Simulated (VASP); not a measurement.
# Cd2S (Pn-3m) in VASP: notebook

Runs on Cd2S. Level: PBE. Tasks: single point, relaxation of cell and atoms.

Everything below comes from runs of VASP 6.6.1. Logs are shortened: lines on timing, memory, paths and dates and some standing lists are left out, and cuts for length are marked.

## (1) The cell of the first run

Symmetry: Pn-3m, No. 224, cubic system. Conventional cell: a = 5.215 Å, b = 5.215 Å, c = 5.215 Å, α = 90.00°, β = 90.00°, γ = 90.00°. Cd (site symmetry -3m) has 2 S at 2.26 Å within 3.0 Å. Within 3.0 Å of S (site symmetry -43m) lie 4 Cd at 2.26 Å.

The cell was generated, and may not be a known phase.

## (2) Single point, PBE

INCAR reads:

```
ALGO     = Normal         # electronic algorithm
EDIFF    = 1E-6           # SCF threshold, eV
ENCUT    = 520            # plane-wave cutoff, eV
GGA      = PE             # functional
ISIF     = 2              # what is computed and relaxed
ISMEAR   = 0              # smearing method
LASPH    = True           # aspherical terms in the spheres
LCHARG   = False          # write CHGCAR
LREAL    = False          # projectors in reciprocal space
LWAVE    = False          # write WAVECAR
NBANDS   = 39             # bands
NELM     = 100            # most SCF steps
PREC     = Accurate       # precision mode
SIGMA    = 0.1            # smearing width, eV
```

KPOINTS reads:

```
k-points
0
Gamma
  4 4 4
```

POSCAR reads:

```
Cd2S
1.0
    5.2152110600      0.0000000000      0.0000000000
    0.0000000000      5.2152110600      0.0000000000
    0.0000000000      0.0000000000      5.2152110600
Cd S
4 2
Direct
    0.2500000000      0.2500000000      0.2500000000
    0.2500000000      0.7500000000      0.7500000000
    0.7500000000      0.7500000000      0.2500000000
    0.7500000000      0.2500000000      0.7500000000
    0.0000000000      0.0000000000      0.0000000000
    0.5000000000      0.5000000000      0.5000000000
```

Potentials or basis: VASP PAW PBE potentials, release 64 (Cd, S).

Run with:

```
$ cat potpaw_PBE.64/Cd/POTCAR potpaw_PBE.64/S/POTCAR > POTCAR
$ mpirun -np 1 vasp_std > vasp.out
```

OUTCAR:

```text
EDIFF = 1E-6
   ENCUT = 520
   GGA = PE
   ISIF = 2
   ISMEAR = 0
   LASPH = True
   LREAL = False
   NELM = 100
   PREC = Accurate

 ion  position               nearest neighbor table
   1  0.250  0.250  0.250-   5 2.26   6 2.26   4 3.69   2 3.69   3 3.69   2 3.69   4 3.69   2 3.69
                             3 3.69   2 3.69   3 3.69   4 3.69   4 3.69   3 3.69
   2  0.250  0.750  0.750-   5 2.26   6 2.26   4 3.69   1 3.69   3 3.69   1 3.69   3 3.69   1 3.69
                             4 3.69   1 3.69   3 3.69   4 3.69   3 3.69   4 3.69
   3  0.750  0.750  0.250-   5 2.26   6 2.26   4 3.69   1 3.69   2 3.69   2 3.69   4 3.69   1 3.69
                             4 3.69   4 3.69   1 3.69   2 3.69   2 3.69   1 3.69
   4  0.750  0.250  0.750-   5 2.26   6 2.26   3 3.69   1 3.69   2 3.69   1 3.69   3 3.69   2 3.69
                             3 3.69   3 3.69   1 3.69   2 3.69   1 3.69   2 3.69
   5  0.000  0.000  0.000-   1 2.26   2 2.26   3 2.26   4 2.26
   6  0.500  0.500  0.500-   1 2.26   2 2.26   3 2.26   4 2.26

  LATTYP: Found a simple cubic cell.
 ALAT       =     5.2152110600

  Lattice vectors:

 A1 = (   5.2152110600,   0.0000000000,   0.0000000000)
 A2 = (   0.0000000000,   5.2152110600,   0.0000000000)
 A3 = (   0.0000000000,   0.0000000000,   5.2152110600)

Analysis of symmetry for initial positions (statically):
=====================================================================
 Subroutine PRICEL returns:
 Original cell was already a primitive cell.

 Routine SETGRP: Setting up the symmetry group for a
 simple cubic supercell.

 Subroutine GETGRP returns: Found 48 space group operations
 (whereof 24 operations were pure point group operations)
 out of a pool of 48 trial point group operations.

The static configuration has the point symmetry T_d .
 The point group associated with its full space group is O_h .

Analysis of symmetry for dynamics (positions and initial velocities):
=====================================================================
 Subroutine PRICEL returns:
 Original cell was already a primitive cell.

 Routine SETGRP: Setting up the symmetry group for a
 simple cubic supercell.

 Subroutine GETGRP returns: Found 48 space group operations
 (whereof 24 operations were pure point group operations)
 out of a pool of 48 trial point group operations.

The dynamic configuration has the point symmetry T_d .
 The point group associated with its full space group is O_h .

 Subroutine INISYM returns: Found 48 space group operations
 (whereof 24 operations are pure point group operations),
 and found     1 'primitive' translations

----------------------------------------------------------------------------------------

                                     Primitive cell

  volume of cell :     141.8455

  direct lattice vectors                    reciprocal lattice vectors
     5.215211060  0.000000000  0.000000000     0.191746794  0.000000000  0.000000000
     0.000000000  5.215211060  0.000000000     0.000000000  0.191746794  0.000000000
     0.000000000  0.000000000  5.215211060     0.000000000  0.000000000  0.191746794

  length of vectors
     5.215211060  5.215211060  5.215211060     0.191746794  0.191746794  0.191746794

  position of ions in fractional coordinates (direct lattice)
     0.250000000  0.250000000  0.250000000
     0.250000000  0.750000000  0.750000000
     0.750000000  0.750000000  0.250000000
     0.750000000  0.250000000  0.750000000
     0.000000000  0.000000000  0.000000000
     0.500000000  0.500000000  0.500000000

  ion indices of the primitive-cell ions
   primitive index   ion index
                 1           1
                 2           2
                 3           3
                 4           4
                 5           5
                 6           6

----------------------------------------------------------------------------------------

 KPOINTS: k-points

Automatic generation of k-mesh.
 Grid dimensions read from file:
 generate k-points for:    4    4    4

 Generating k-lattice:

[... 44 lines left out ...]
 maximum number of plane-waves:      3887
 NGX is ok and might be reduce to    40
   NGX = 19   NGY = 19   NGZ = 19

 number of electron      60.0000046 magnetization

 Free energy of the ion-electron system (eV)
  ---------------------------------------------------
  ext. energy  EPLUGINS =         0.00000000
  ---------------------------------------------------
  free energy    TOTEN  =        -6.88171788 eV

  energy without entropy =       -6.84384228  energy(sigma->0) =       -6.86278008

 E-fermi :   3.8818     XC(G=0):  -9.8303

 val. band max:        3.8098091915   @ k =   0.5000   0.2500   0.2500
 cond. band min:       3.8832758647   @ k =   0.5000   0.5000   0.2500
 fundamental gap:      0.0734666732
 Fermi energy:         3.8818469559

 k-point     1 :       0.0000    0.0000    0.0000
  band No.  band energies     occupation
      1     -12.9459      2.00000
      2     -11.4982      2.00000
      3      -7.5535      2.00000
      4      -7.5535      2.00000
      5      -7.5535      2.00000
      6      -6.3885      2.00000
[... 31 lines left out ...]
     38       9.5215      0.00000
     39       9.5215      0.00000

 k-point     2 :       0.2500    0.0000    0.0000
  band No.  band energies     occupation
      1     -12.7820      2.00000
      2     -11.7850      2.00000
      3      -7.4677      2.00000
      4      -7.4677      2.00000
      5      -7.1672      2.00000
      6      -6.4218      2.00000
[... 31 lines left out ...]
     38       8.7484      0.00000
     39       9.0210      0.00000

 k-point     3 :       0.5000    0.0000    0.0000
  band No.  band energies     occupation
      1     -12.3379      2.00000
      2     -12.3379      2.00000
      3      -7.3600      2.00000
      4      -7.3600      2.00000
      5      -6.5754      2.00000
      6      -6.5754      2.00000
[... 244 lines left out ...]
 k-point     9 :       0.5000    0.5000    0.2500
  band No.  band energies     occupation
      1     -12.6946      2.00000
      2     -11.8347      2.00000
      3      -7.4486      2.00000
      4      -7.4486      2.00000
      5      -7.1605      2.00000
      6      -6.3733      2.00000
[... 31 lines left out ...]
     38       8.9838      0.00000
     39       8.9838      0.00000

 k-point    10 :       0.5000    0.5000    0.5000
  band No.  band energies     occupation
      1     -12.8302      2.00000
      2     -11.5797      2.00000
      3      -7.5074      2.00000
      4      -7.5074      2.00000
      5      -7.5074      2.00000
      6      -6.3168      2.00000
[... 31 lines left out ...]
     38       8.4922      0.00000
     39      11.0739      0.00000

------------------------ aborting loop because EDIFF is reached ----------------------------------------

  FORCE on cell =-STRESS in cart. coord.  units (eV):
  Direction    XX          YY          ZZ          XY          YZ          ZX
  --------------------------------------------------------------------------------------
  -------------------------------------------------------------------------------------
  Total       18.8850391     18.8850391     18.8850391     -0.0000000      0.0000000     -0.0000000
  in kB      213.3107795    213.3107795    213.3107795     -0.0000000      0.0000000     -0.0000000
  external PRESSURE =     213.3107795 kB  Pullay stress =       0.0000000 kB

 VOLUME and BASIS-vectors are now :
 -----------------------------------------------------------------------------
  energy-cutoff  :      520.00
  volume of cell :      141.85
      direct lattice vectors                 reciprocal lattice vectors
     5.215211060  0.000000000  0.000000000     0.191746794  0.000000000  0.000000000
     0.000000000  5.215211060  0.000000000     0.000000000  0.191746794  0.000000000
     0.000000000  0.000000000  5.215211060     0.000000000  0.000000000  0.191746794

 POSITION                                       TOTAL-FORCE (eV/Angst)
 -----------------------------------------------------------------------------------
      1.30380      1.30380      1.30380         0.000000      0.000000      0.000000
      1.30380      3.91141      3.91141         0.000000     -0.000000     -0.000000
      3.91141      3.91141      1.30380        -0.000000      0.000000     -0.000000
      3.91141      1.30380      3.91141         0.000000     -0.000000      0.000000
      0.00000      0.00000      0.00000        -0.000000     -0.000000      0.000000
      2.60761      2.60761      2.60761        -0.000000     -0.000000      0.000000
 -----------------------------------------------------------------------------------
    total drift:                                0.000000     -0.000000     -0.000000

  FREE ENERGIE OF THE ION-ELECTRON SYSTEM (eV)
  ---------------------------------------------------
  free  energy   TOTEN  =        -6.8817178764 eV

  energy  without entropy=       -6.8438422823  energy(sigma->0) =       -6.86278008
```

Wall time 86 s (1 thread of Intel Xeon 8259CL, shared host); peak memory 0.25 GiB.

Results:

```
Free energy            : -6.8817 eV
Pressure               : 21.3 GPa
Band gap on the k mesh : zero (bands 30 and 31 overlap by 1.84 eV)
```

Levels at points of the mesh, in eV from the Fermi level:
| k point | band 28 | band 29 | band 30 | band 31 | band 32 | band 33 |
| --- | --- | --- | --- | --- | --- | --- |
| (0.00, 0.00, 0.00) | -5.18 | -2.82 | -1.74 | -1.74 | 3.05 | 3.05 |
| (0.50, 0.00, 0.00) | -5.26 | -0.10 | -0.10 | 0.06 | 0.06 | 1.53 |
| (0.50, 0.50, 0.00) | -5.12 | -1.57 | -1.57 | 0.64 | 0.64 | 1.91 |
| (0.50, 0.50, 0.50) | -5.85 | 0.07 | 0.07 | 0.07 | 1.46 | 1.46 |

Caveat: the cell stands under pressure.

## (3) Single point, PBE

This run uses another cell than the first one, of 34.21 Å³/atom.

INCAR reads:

```
PREC = Accurate
ENCUT = 520
EDIFF = 1E-6
ISMEAR = 0
SIGMA = 0.1
LREAL = F
LASPH = T
NELM = 100
ALGO = Normal
ISIF = 2
LWAVE = F
LCHARG = F
GGA = PE
NBANDS = 39
```

KPOINTS reads:

```
Automatic mesh
0
Gamma
  4 4 4
```

Edit POSCAR of step 2 so:

```diff
@@ -2,5 +2,5 @@
 1.0
-    5.2152110600      0.0000000000      0.0000000000
-    0.0000000000      5.2152110600      0.0000000000
-    0.0000000000      0.0000000000      5.2152110600
+    5.8991282299      0.0000000000      0.0000000000
+    0.0000000000      5.8991282299      0.0000000000
+    0.0000000000      0.0000000000      5.8991282299
 Cd S
```

Potentials or basis: VASP PAW PBE potentials, release 64 (Cd, S).

Run with:

```
$ cat potpaw_PBE.64/Cd/POTCAR potpaw_PBE.64/S/POTCAR > POTCAR
$ mpirun -np 1 vasp_std > vasp.out
```

It took 2.3 min on 1 thread of Intel Xeon 8259CL, shared host; peak memory 0.34 GiB.

It converged, with:

```
Free energy            : -9.9624 eV
Pressure               : 0.4 GPa
Band gap on the k mesh : zero (bands 30 and 31 overlap by 1.03 eV)
```

Levels at points of the mesh, in eV from the Fermi level:
| k point | band 26 | band 27 | band 28 | band 29 | band 30 | band 31 | band 32 | band 33 | band 34 | band 35 |
| --- | --- | --- | --- | --- | --- | --- | --- | --- | --- | --- |
| (0.00, 0.00, 0.00) | -4.22 | -4.22 | -4.22 | -3.18 | -0.44 | -0.44 | 1.54 | 1.54 | 1.54 | 3.42 |
| (0.50, 0.00, 0.00) | -4.60 | -4.14 | -4.14 | -0.76 | -0.76 | 0.80 | 0.80 | 0.87 | 0.87 | 2.55 |
| (0.50, 0.50, 0.00) | -4.39 | -4.04 | -4.04 | -1.25 | -1.25 | 0.54 | 0.54 | 1.36 | 1.36 | 3.24 |
| (0.50, 0.50, 0.50) | -4.63 | -4.63 | -4.63 | 0.08 | 0.59 | 0.59 | 0.59 | 0.60 | 0.60 | 0.60 |

## (4) Single point, PBE

This run uses another cell than the first one, of 34.80 Å³/atom.

INCAR reads:

```
PREC = Accurate ; ENCUT = 520
EDIFF = 1E-7 ; ISMEAR = 0
SIGMA = 0.1 ; LREAL = False
LASPH = True ; NELM = 80
ALGO = Normal ; ISIF = 2
LWAVE = False ; LCHARG = False
GGA = PE ; NBANDS = 39
```

KPOINTS reads:

```
Automatic mesh
0
Gamma
  6 6 6
```

Edit POSCAR of step 3 so:

```diff
@@ -2,5 +2,5 @@
 1.0
-    5.8991282299      0.0000000000      0.0000000000
-    0.0000000000      5.8991282299      0.0000000000
-    0.0000000000      0.0000000000      5.8991282299
+    5.9328140571      0.0000000000      0.0000000000
+    0.0000000000      5.9328140571      0.0000000000
+    0.0000000000      0.0000000000      5.9328140571
 Cd S
```

Run with:

```
$ cat potpaw_PBE.64/Cd/POTCAR potpaw_PBE.64/S/POTCAR > POTCAR
$ mpirun -np 1 vasp_std > vasp.out
```

Wall time 5.1 min (1 thread of Intel Xeon 8259CL, shared host); peak memory 0.39 GiB.

The run converged. Its results:

| Quantity | Value |
| --- | --- |
| Free energy | -9.9606 eV |
| Pressure | 0.2 GPa |
| Band gap on the k mesh | zero (bands 30 and 31 overlap by 0.97 eV) |

Levels at points of the mesh, in eV from the Fermi level:
| k point | band 28 | band 29 | band 30 | band 31 | band 32 | band 33 |
| --- | --- | --- | --- | --- | --- | --- |
| (0.00, 0.00, 0.00) | -4.23 | -3.26 | -0.48 | -0.48 | 1.41 | 1.41 |
| (0.50, 0.00, 0.00) | -4.15 | -0.85 | -0.85 | 0.75 | 0.75 | 0.76 |
| (0.50, 0.50, 0.00) | -4.05 | -1.32 | -1.32 | 0.45 | 0.45 | 1.28 |
| (0.50, 0.50, 0.50) | -4.62 | -0.08 | 0.49 | 0.49 | 0.49 | 0.53 |

## (5) Relaxation of cell and atoms, PBE

INCAR reads:

```
SYSTEM = Cd2S
PREC = Accurate
ENCUT = 600
EDIFF = 1E-7
ISMEAR = 0
SIGMA = 0.1
LREAL = .FALSE.
LASPH = .TRUE.
NELM = 60
ALGO = Normal
ISIF = 3
LWAVE = .FALSE.
LCHARG = .FALSE.
GGA = PE
IBRION = 2
NSW = 90
EDIFFG = -0.04
```

KPOINTS reads:

```
regular mesh
0
G
  4 4 4
  0 0 0
```

Edit POSCAR of step 4 so:

```diff
@@ -2,5 +2,5 @@
 1.0
-    5.9328140571      0.0000000000      0.0000000000
-    0.0000000000      5.9328140571      0.0000000000
-    0.0000000000      0.0000000000      5.9328140571
+    5.2152110600      0.0000000000      0.0000000000
+    0.0000000000      5.2152110600      0.0000000000
+    0.0000000000      0.0000000000      5.2152110600
 Cd S
```

Run with:

```
$ cat potpaw_PBE.64/Cd/POTCAR potpaw_PBE.64/S/POTCAR > POTCAR
$ mpirun -np 1 vasp_std > vasp.out
```

Wall time 6.5 min (1 thread of Intel Xeon 8259CL, shared host); peak memory 0.29 GiB.

The run converged. Its results:

```
Free energy                           : -9.9508 eV
Relaxed volume                        : 34.85 Å³/atom
Relaxed cell                          : a = 5.935 Å, b = 5.935 Å, c = 5.935 Å, α = 90.00°, β = 90.00°, γ = 90.00°
Space group after relaxing (to 0.1 Å) : Pn-3m (No. 224)
Energy gained by relaxing             : 511.6 meV/atom
Ionic steps                           : 4
Pressure after relaxing               : 0.0 GPa
Band gap on the k mesh                : zero (bands 30 and 31 overlap by 0.95 eV)
```

Step by step:
```csv
step,energy change (eV),largest force (eV/Å),pressure (GPa),volume (Å³)
1,0.0000,0.0000,21.28,141.85
2,-3.0550,0.0000,-0.64,216.56
3,-3.0684,0.0000,0.19,207.01
4,-3.0697,0.0000,0.01,209.07
```

Final structure:
```
CELL_PARAMETERS angstrom
5.93518 0.00000 0.00000
0.00000 5.93518 0.00000
0.00000 0.00000 5.93518
ATOMIC_POSITIONS crystal
Cd 0.25000 0.25000 0.25000
Cd 0.25000 0.75000 0.75000
Cd 0.75000 0.75000 0.25000
Cd 0.75000 0.25000 0.75000
S 0.00000 0.00000 0.00000
S 0.50000 0.50000 0.50000
```

Levels at points of the mesh, in eV from the Fermi level:
```
           k point  band 28  band 29  band 30  band 31  band 32  band 33
(0.00, 0.00, 0.00)    -4.16    -3.19    -0.40    -0.40     1.47     1.47
(0.50, 0.00, 0.00)    -4.09    -0.79    -0.79     0.82     0.82     0.83
(0.50, 0.50, 0.00)    -3.99    -1.25    -1.25     0.51     0.51     1.35
(0.50, 0.50, 0.50)    -4.56    -0.01     0.55     0.55     0.55     0.61
```

Caveat: the volume moved by over 15 % at a fixed basis, so the end points are rough.

## (6) Relaxation of cell and atoms, PBE

This run uses another cell than the first one, of 34.21 Å³/atom.

INCAR reads:

```
  PREC = Accurate
  ENCUT = 600
  EDIFF = 1E-6
  ISMEAR = 0
  SIGMA = 0.1
  LREAL = False
  LASPH = True
  NELM = 100
  ALGO = Normal
  ISIF = 3
  LWAVE = False
  LCHARG = False
  GGA = PE
  IBRION = 2
  NSW = 100
  EDIFFG = -0.01
```

KPOINTS reads:

```
Automatic mesh
0
Gamma
  6 6 6
```

Edit POSCAR of step 5 so:

```diff
@@ -2,5 +2,5 @@
 1.0
-    5.2152110600      0.0000000000      0.0000000000
-    0.0000000000      5.2152110600      0.0000000000
-    0.0000000000      0.0000000000      5.2152110600
+    5.8991282299      0.0000000000      0.0000000000
+    0.0000000000      5.8991282299      0.0000000000
+    0.0000000000      0.0000000000      5.8991282299
 Cd S
```

Potentials or basis: VASP PAW PBE potentials, release 64 (Cd, S).

Run with:

```
$ cat potpaw_PBE.64/Cd/POTCAR potpaw_PBE.64/S/POTCAR > POTCAR
$ mpirun -np 1 vasp_std > vasp.out
```

Run time: 9.1 min. Hardware: 1 thread of Intel Xeon 8259CL, shared host; peak memory 0.42 GiB.

It converged, with:

| Item | Value |
| --- | --- |
| Free energy | -9.9591 eV |
| Relaxed volume | 35.06 Å³/atom |
| Relaxed cell | a = 5.947 Å, b = 5.947 Å, c = 5.947 Å, α = 90.00°, β = 90.00°, γ = 90.00° |
| Space group after relaxing (to 0.1 Å) | Pn-3m (No. 224) |
| Energy gained by relaxing | 1.2 meV/atom |
| Ionic steps | 3 |
| Pressure after relaxing | 0.0 GPa |
| Band gap on the k mesh | zero (bands 30 and 31 overlap by 0.93 eV) |

The path:
| step | energy change (eV) | largest force (eV/Å) | pressure (GPa) | volume (Å³) |
| --- | --- | --- | --- | --- |
| 1 | 0.0000 | 0.0000 | 0.47 | 205.29 |
| 2 | -0.0061 | 0.0000 | 0.19 | 208.27 |
| 3 | -0.0073 | 0.0000 | 0.00 | 210.34 |

Final structure:
```cif
data_structure
_symmetry_space_group_name_H-M 'P 1'
_symmetry_Int_Tables_number 1
_cell_length_a 5.9472
_cell_length_b 5.9472
_cell_length_c 5.9472
_cell_angle_alpha 90.000
_cell_angle_beta 90.000
_cell_angle_gamma 90.000
_cell_volume 210.34
loop_
_atom_site_label
_atom_site_type_symbol
_atom_site_fract_x
_atom_site_fract_y
_atom_site_fract_z
_atom_site_occupancy
Cd1 Cd 0.25000 0.25000 0.25000 1
Cd2 Cd 0.25000 0.75000 0.75000 1
Cd3 Cd 0.75000 0.75000 0.25000 1
Cd4 Cd 0.75000 0.25000 0.75000 1
S1 S 0.00000 0.00000 0.00000 1
S2 S 0.50000 0.50000 0.50000 1
```

Levels at points of the mesh, in eV from the Fermi level:
```
           k point  band 26  band 27  band 28  band 29  band 30  band 31  band 32  band 33  band 34  band 35
(0.00, 0.00, 0.00)    -4.21    -4.21    -4.21    -3.26    -0.46    -0.46     1.37     1.37     1.37     3.31
(0.50, 0.00, 0.00)    -4.63    -4.13    -4.13    -0.87    -0.87     0.74     0.74     0.75     0.75     2.44
(0.50, 0.50, 0.00)    -4.41    -4.04    -4.04    -1.32    -1.32     0.43     0.43     1.27     1.27     3.12
(0.50, 0.50, 0.50)    -4.60    -4.60    -4.60    -0.12     0.47     0.47     0.47     0.54     0.54     0.54
```

## (7) Summary

```csv
task,cell,k mesh,cutoff (eV),gap on the mesh (eV),pressure (GPa),relaxed volume (Å³/atom)
single point,"a = 5.215 Å, 6 atoms",4 × 4 × 4,520,none,21.3,-
single point,"a = 5.899 Å, 6 atoms",4 × 4 × 4,520,none,0.4,-
single point,"a = 5.933 Å, 6 atoms",6 × 6 × 6,520,none,0.2,-
relaxation of cell and atoms,"relaxed from a = 5.215 Å, 6 atoms",4 × 4 × 4,600,none,0.0,34.85
relaxation of cell and atoms,"relaxed from a = 5.899 Å, 6 atoms",6 × 6 × 6,600,none,0.0,35.06
```

Alike in all rows: level PBE; potentials or basis VASP PAW PBE potentials, release 64 (Cd, S); no spin polarisation; smearing gaussian 0.1 eV.

Caveats: the cell stands under pressure (at least some runs); the volume moved by over 15 % at a fixed basis, so the end points are rough (at least some runs).

Total energies depend on the potentials used, so only differences within one code and one set of settings carry meaning.

The gap in the log of VASP goes by the Fermi energy; the results here count the filled bands.